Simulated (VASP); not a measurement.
The system is GePPd3.

```
Ge P Pd
1.0
     4.19208    0.00000    0.00000
     0.00000    4.19208    0.00000
     0.00000    0.00000    4.19208
Ge P Pd
1 1 3
Direct
  0.50000 0.50000 0.50000
  0.00000 0.00000 0.00000
  0.00000 0.50000 0.50000
  0.50000 0.00000 0.50000
  0.50000 0.50000 0.00000
```

| Quantity | Value |
| --- | --- |
| Program | VASP 6.6.1 |
| Task | relaxation of cell and atoms |
| Functional | PBE |
| Potentials or basis | VASP PAW PBE potentials, release 64 (Ge_d, P, Pd) |
| Cutoff | 600 eV |
| k mesh | 4 × 4 × 4 |
| Occupations | gaussian, width 0.1 eV |
| Spin | no spin polarisation |

At the start: pressure 56.5 GPa; volume 14.73 Å³/atom.

Task: How do energy, volume and symmetry change on relaxing?

Result: Over 5 steps the energy falls by 647.5 meV/atom and the volume is 19.59 Å³/atom (+32.9 %); space group Pm-3m (No. 221, to 0.1 Å) before and after.

Step by step:
```tsv
step	energy change (eV)	largest force (eV/Å)	pressure (GPa)	volume (Å³)
1	0.0000	0.0000	56.49	73.67
2	-0.2110	0.0000	-14.10	144.09
3	-3.2240	0.0000	-1.99	100.13
4	-3.2356	0.0000	-0.81	98.80
5	-3.2375	0.0000	0.05	97.93
```

Final structure:
```cif
data_structure
_symmetry_space_group_name_H-M 'P 1'
_symmetry_Int_Tables_number 1
_cell_length_a 4.6093
_cell_length_b 4.6093
_cell_length_c 4.6093
_cell_angle_alpha 90.000
_cell_angle_beta 90.000
_cell_angle_gamma 90.000
_cell_volume 97.93
loop_
_atom_site_label
_atom_site_type_symbol
_atom_site_fract_x
_atom_site_fract_y
_atom_site_fract_z
_atom_site_occupancy
Ge1 Ge 0.50000 0.50000 0.50000 1
P1 P 0.00000 0.00000 0.00000 1
Pd1 Pd 0.00000 0.50000 0.50000 1
Pd2 Pd 0.50000 0.00000 0.50000 1
Pd3 Pd 0.50000 0.50000 0.00000 1
```

Caveat: the k points lie up to 0.34 Å⁻¹ apart in the final cell, too coarse for converged energies and pressures of a metal; the volume moved by over 15 % at a fixed basis, so the end points are rough.
